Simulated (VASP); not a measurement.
# Ge3P5 (Pm-3m) in VASP: relaxation of cell and atoms with PBE

Aim: the relaxation of cell and atoms of Ge3P5 with PBE.

Everything below comes from runs of VASP 6.6.1. Logs are shortened: lines on timing, memory, paths and dates and some standing lists are left out, and cuts for length are marked.

### Step 1. The cell of the first run

Symmetry: Pm-3m, No. 221, cubic system. The conventional cell has a = 5.153 Å, b = 5.153 Å, c = 5.153 Å, α = 90.00°, β = 90.00°, γ = 90.00°. Within 3.4 Å of Ge (site symmetry 4/mmm) lie 6 P at 2.58 Å. Within 3.4 Å of P (site symmetry m-3m) lie 6 Ge at 2.58 Å. Within 3.4 Å of P (site symmetry 4/mmm) lie 4 Ge at 2.58 Å and 2 P at 2.58 Å. Within 3.4 Å of P (site symmetry m-3m) lie 6 P at 2.58 Å.

### Step 2. Relaxation of cell and atoms, PBE

File INCAR:

```
SYSTEM = Ge3P5
PREC     = Accurate       ! precision mode
ENCUT    = 600            ! plane-wave cutoff, eV
EDIFF    = 1E-6           ! SCF threshold, eV
ISMEAR   = 0              ! smearing method
SIGMA    = 0.1            ! smearing width, eV
LREAL    = .False.        ! projectors in reciprocal space
LASPH    = .True.         ! aspherical terms in the spheres
NELM     = 80             ! most SCF steps
ALGO     = Normal         ! electronic algorithm
ISIF     = 3              ! what is computed and relaxed
LWAVE    = .False.        ! write WAVECAR
LCHARG   = .False.        ! write CHGCAR
GGA      = PE             ! functional
IBRION   = 2              ! ionic algorithm
NSW      = 100            ! ionic steps
EDIFFG   = -0.01          ! ionic threshold
```

File KPOINTS:

```
regular mesh
0
Gamma
  6 6 6
  0 0 0
```

File POSCAR:

```
Ge3P5
1.0
    5.1528681027      0.0000000000      0.0000000000
    0.0000000000      5.1528681027      0.0000000000
    0.0000000000      0.0000000000      5.1528681027
Ge P
3 5
Direct
    0.0000000000      0.5000000000      0.5000000000
    0.5000000000      0.0000000000      0.5000000000
    0.5000000000      0.5000000000      0.0000000000
    0.5000000000      0.5000000000      0.5000000000
    0.5000000000      0.0000000000      0.0000000000
    0.0000000000      0.0000000000      0.0000000000
    0.0000000000      0.5000000000      0.0000000000
    0.0000000000      0.0000000000      0.5000000000
```

Potentials or basis: VASP PAW PBE potentials, release 64 (Ge_d, P).

Run with:

```bash
$ cat potpaw_PBE.64/Ge_d/POTCAR potpaw_PBE.64/P/POTCAR > POTCAR
$ mpirun -np 1 vasp_std > vasp.out
```

OUTCAR:

```text
SYSTEM = Ge3P5
   PREC = Accurate
   ENCUT = 600
   EDIFF = 1E-6
   ISMEAR = 0
   LREAL = .False.
   LASPH = .True.
   NELM = 80
   ISIF = 3
   GGA = PE
   IBRION = 2
   NSW = 100
   EDIFFG = -0.01

 ion  position               nearest neighbor table
   1  0.000  0.500  0.500-   4 2.58   7 2.58   8 2.58   7 2.58   8 2.58   4 2.58
   2  0.500  0.000  0.500-   4 2.58   5 2.58   8 2.58   5 2.58   4 2.58   8 2.58
   3  0.500  0.500  0.000-   4 2.58   5 2.58   7 2.58   4 2.58   5 2.58   7 2.58
   4  0.500  0.500  0.500-   1 2.58   2 2.58   3 2.58   3 2.58   2 2.58   1 2.58
   5  0.500  0.000  0.000-   2 2.58   3 2.58   6 2.58   2 2.58   3 2.58   6 2.58
   6  0.000  0.000  0.000-   5 2.58   7 2.58   8 2.58   8 2.58   7 2.58   5 2.58
   7  0.000  0.500  0.000-   1 2.58   3 2.58   6 2.58   1 2.58   6 2.58   3 2.58
   8  0.000  0.000  0.500-   1 2.58   2 2.58   6 2.58   6 2.58   1 2.58   2 2.58

  LATTYP: Found a simple cubic cell.
 ALAT       =     5.1528681027

  Lattice vectors:

 A1 = (   5.1528681027,   0.0000000000,   0.0000000000)
 A2 = (   0.0000000000,   5.1528681027,   0.0000000000)
 A3 = (   0.0000000000,   0.0000000000,   5.1528681027)

Analysis of symmetry for initial positions (statically):
=====================================================================
 Subroutine PRICEL returns:
 Original cell was already a primitive cell.

 Routine SETGRP: Setting up the symmetry group for a
 simple cubic supercell.

 Subroutine GETGRP returns: Found 48 space group operations
 (whereof 48 operations were pure point group operations)
 out of a pool of 48 trial point group operations.

The static configuration has the point symmetry O_h .

Analysis of symmetry for dynamics (positions and initial velocities):
=====================================================================
 Subroutine PRICEL returns:
 Original cell was already a primitive cell.

 Routine SETGRP: Setting up the symmetry group for a
 simple cubic supercell.

 Subroutine GETGRP returns: Found 48 space group operations
 (whereof 48 operations were pure point group operations)
 out of a pool of 48 trial point group operations.

The dynamic configuration has the point symmetry O_h .

 Subroutine INISYM returns: Found 48 space group operations
 (whereof 48 operations are pure point group operations),
 and found     1 'primitive' translations

----------------------------------------------------------------------------------------

                                     Primitive cell

  volume of cell :     136.8192

  direct lattice vectors                    reciprocal lattice vectors
     5.152868103  0.000000000  0.000000000     0.194066679  0.000000000  0.000000000
     0.000000000  5.152868103  0.000000000     0.000000000  0.194066679  0.000000000
     0.000000000  0.000000000  5.152868103     0.000000000  0.000000000  0.194066679

  length of vectors
     5.152868103  5.152868103  5.152868103     0.194066679  0.194066679  0.194066679

  position of ions in fractional coordinates (direct lattice)
     0.000000000  0.500000000  0.500000000
     0.500000000  0.000000000  0.500000000
     0.500000000  0.500000000  0.000000000
     0.500000000  0.500000000  0.500000000
     0.500000000  0.000000000  0.000000000
     0.000000000  0.000000000  0.000000000
     0.000000000  0.500000000  0.000000000
     0.000000000  0.000000000  0.500000000

  ion indices of the primitive-cell ions
   primitive index   ion index
                 1           1
                 2           2
                 3           3
                 4           4
                 5           5
                 6           6
                 7           7
                 8           8

----------------------------------------------------------------------------------------

 KPOINTS: regular mesh

Automatic generation of k-mesh.
 Grid dimensions read from file:
 generate k-points for:    6    6    6

 Generating k-lattice:

  Cartesian coordinates                     Fractional coordinates (reciprocal lattice)
     0.032344446  0.000000000  0.000000000     0.166666667  0.000000000  0.000000000
     0.000000000  0.032344446  0.000000000     0.000000000  0.166666667  0.000000000
     0.000000000  0.000000000  0.032344446     0.000000000  0.000000000  0.166666667

  Length of vectors
     0.032344446  0.032344446  0.032344446

  Shift w.r.t. Gamma in fractional coordinates (k-lattice)
     0.000000000  0.000000000  0.000000000

 Subroutine IBZKPT returns following result:
 ===========================================

 Found     20 irreducible k-points:

 Following reciprocal coordinates:
            Coordinates               Weight
  0.000000  0.000000  0.000000      1.000000
  0.166667  0.000000  0.000000      6.000000
  0.333333  0.000000  0.000000      6.000000
  0.500000  0.000000  0.000000      3.000000
  0.166667  0.166667  0.000000     12.000000
  0.333333  0.166667  0.000000     24.000000
[... 12 lines left out ...]
  0.500000  0.500000  0.333333      6.000000
  0.500000  0.500000  0.500000      1.000000
   k-points           NKPTS =     20   k-points in BZ     NKDIM =     20   number of bands    NBANDS=     40
   number of dos      NEDOS =    301   number of ions     NIONS =      8
   total plane-waves  NPLWV =  74088
   dimension x,y,z NGX =    42 NGY =   42 NGZ =   42
   dimension x,y,z NGXF=    84 NGYF=   84 NGZF=   84
   ions per type =               3   5
   NGX,Y,Z   is equivalent  to a cutoff of  13.55, 13.55, 13.55 a.u.
   NGXF,Y,Z  is equivalent  to a cutoff of  27.10, 27.10, 27.10 a.u.
 SYSTEM =  Ge3P5
   PREC   = accura    normal or accurate (medium, high low for compatibility)
   ISTART =      0    job   : 0-new  1-cont  2-samecut
   ICHARG =      2    charge: 1-file 2-atom 10-const
   ISPIN  =      1    spin polarized calculation?
   LNONCOLLINEAR =      F non collinear calculations
   LSORBIT =      F    spin-orbit coupling
   LASPH  =      T    aspherical Exc in radial PAW
   ENCUT  =  600.0 eV  44.10 Ry    6.64 a.u.  10.29 10.29 10.29*2*pi/ulx,y,z
   NELM   =     80;   NELMIN=  2; NELMDL= -5     # of ELM steps
   EDIFF  = 0.1E-05   stopping-criterion for ELM
   LREAL  =      F    real-space projection
   EDIFFG = -.1E-01   stopping-criterion for IOM
   NSW    =    100    number of steps for IOM
   IBRION =      2    ionic relax: 0-MD 1-quasi-New 2-CG
   NFREE  =      1    steps in history (QN), initial steepest desc. (CG)
   ISIF   =      3    stress and relaxation
   ISYM   =      2    0-nonsym 1-usesym 2-fastsym
   POTIM  = 0.5000    time-step for ionic-motion
   TEBEG  =    0.0;   TEEND  =   0.0 temperature during run
   PSTRESS=    0.0 pullay stress
   NELECT =      67.0000    total number of electrons
   NUPDOWN=      -1.0000    fix difference up-down
   EMIN   =  10.00;   EMAX   =-10.00  energy-range for DOS
   EFERMI =   0.00;   METHOD = LEGACY
   ISMEAR =     0;   SIGMA  =   0.10  broadening in eV -4-tet -1-fermi 0-gaus
   EFERMI_NEDOS =   21; number of points for ismear=-14 and -15
   IALGO  =     38    algorithm
   IMIX   =      4    mixing-type and parameters
     AMIX     =   0.40;   BMIX     =  1.00
     AMIX_MAG =   1.60;   BMIX_MAG =  1.00
  volume/ion in A,a.u.               =      17.10       115.41
  Fermi-wavevector in a.u.,A,eV,Ry     =   1.290379  2.438463 22.654773  1.665079
  Thomas-Fermi vector in A             =   2.422214
   LORBIT       =      0    0 simple, 1 ext, 2 COOP (PROOUT), +10 PAW based schemes
   GGA     = PE    functional components
   LHFCALC =     F    Hartree Fock is set to
   AEXX    =    0.0000 exact exchange contribution
   IVDW    =     0    specifies the selected vdW correction
   LEPSILON=     F    determine dielectric tensor
   LRPA    =     F    only Hartree local field effects (RPA)
 conjugate gradient relaxation of ions
 non-spin polarized calculation
 Gauss-broadening in eV      SIGMA  =   0.10
  energy-cutoff  :      600.00
  volume of cell :      136.82
 maximum number of plane-waves:      4632
 NGX is ok and might be reduce to    42
   NGX = 21   NGY = 21   NGZ = 21

--------------------------------------- Ionic step        1  -------------------------------------------

 number of electron      67.0000037 magnetization

 Free energy of the ion-electron system (eV)
  ---------------------------------------------------
  ext. energy  EPLUGINS =         0.00000000
  ---------------------------------------------------
  free energy    TOTEN  =       -39.53430099 eV

  energy without entropy =      -39.51848592  energy(sigma->0) =      -39.52639346

------------------------ aborting loop because EDIFF is reached ----------------------------------------

  FORCE on cell =-STRESS in cart. coord.  units (eV):
  Direction    XX          YY          ZZ          XY          YZ          ZX
  --------------------------------------------------------------------------------------
  -------------------------------------------------------------------------------------
  Total       -1.4376995     -1.4376995     -1.4376995     -0.0000000      0.0000000     -0.0000000
  in kB      -16.8357179    -16.8357179    -16.8357179     -0.0000000      0.0000000     -0.0000000
  external PRESSURE =     -16.8357179 kB  Pullay stress =       0.0000000 kB
[... 69 lines left out ...]
  energy  without entropy=      -39.5293403359  energy(sigma->0) =      -39.53724335

--------------------------------------- Ionic step        3  -------------------------------------------

 number of electron      67.0000059 magnetization

 Free energy of the ion-electron system (eV)
  ---------------------------------------------------
  ext. energy  EPLUGINS =         0.00000000
  ---------------------------------------------------
  free energy    TOTEN  =       -39.54754982 eV

  energy without entropy =      -39.53173840  energy(sigma->0) =      -39.53964411

 E-fermi :   7.5425     XC(G=0): -11.0639

 val. band max:        7.5385013256   @ k =   0.5000   0.5000   0.0000
 cond. band min:       7.5725132651   @ k =   0.5000   0.5000   0.3333
 fundamental gap:      0.0340119394
 Fermi energy:         7.5425415993

 k-point     1 :       0.0000    0.0000    0.0000
  band No.  band energies     occupation
      1     -17.0750      2.00000
      2     -17.0519      2.00000
      3     -17.0519      2.00000
      4     -17.0439      2.00000
      5     -17.0439      2.00000
      6     -17.0385      2.00000
[... 884 lines left out ...]
  FREE ENERGIE OF THE ION-ELECTRON SYSTEM (eV)
  ---------------------------------------------------
  free  energy   TOTEN  =       -39.5475498245 eV

  energy  without entropy=      -39.5317384004  energy(sigma->0) =      -39.53964411

 reached required accuracy - stopping structural energy minimisation
```

It took 2.4 min on 1 thread of AMD EPYC 9R45 (Zen 5), shared host; peak memory 0.29 GiB.

What came out:

```yaml
Free_energy: -39.5475 eV
Relaxed_volume: 16.79 Å³/atom
Relaxed_cell: a = 5.121 Å, b = 5.121 Å, c = 5.121 Å, α = 90.00°, β = 90.00°, γ = 90.00°
Space_group_after_relaxing_to_0.1_Å: Pm-3m (No. 221)
Energy_gained_by_relaxing: 1.7 meV/atom
Ionic_steps: 3
Pressure_after_relaxing: 0.1 GPa
Band_gap_on_the_k_mesh: zero (an odd number of electrons rules out a gap without spin polarisation)
```

The path:
| step | energy change (eV) | largest force (eV/Å) | pressure (GPa) | volume (Å³) |
| --- | --- | --- | --- | --- |
| 1 | 0.0000 | 0.0000 | -1.68 | 136.82 |
| 2 | -0.0108 | 0.0000 | 0.75 | 133.29 |
| 3 | -0.0132 | 0.0000 | 0.08 | 134.33 |

Final structure:
```cif
data_structure
_symmetry_space_group_name_H-M 'P 1'
_symmetry_Int_Tables_number 1
_cell_length_a 5.1214
_cell_length_b 5.1214
_cell_length_c 5.1214
_cell_angle_alpha 90.000
_cell_angle_beta 90.000
_cell_angle_gamma 90.000
_cell_volume 134.33
loop_
_atom_site_label
_atom_site_type_symbol
_atom_site_fract_x
_atom_site_fract_y
_atom_site_fract_z
_atom_site_occupancy
Ge1 Ge 0.00000 0.50000 0.50000 1
Ge2 Ge 0.50000 0.00000 0.50000 1
Ge3 Ge 0.50000 0.50000 0.00000 1
P1 P 0.50000 0.50000 0.50000 1
P2 P 0.50000 0.00000 0.00000 1
P3 P 0.00000 0.00000 0.00000 1
P4 P 0.00000 0.50000 0.00000 1
P5 P 0.00000 0.00000 0.50000 1
```

Caveat: an odd number of electrons without spin polarisation forces a metal; a magnetic or distorted state may lie lower.

The gap in the log of VASP goes by the Fermi energy; the results here count the filled bands.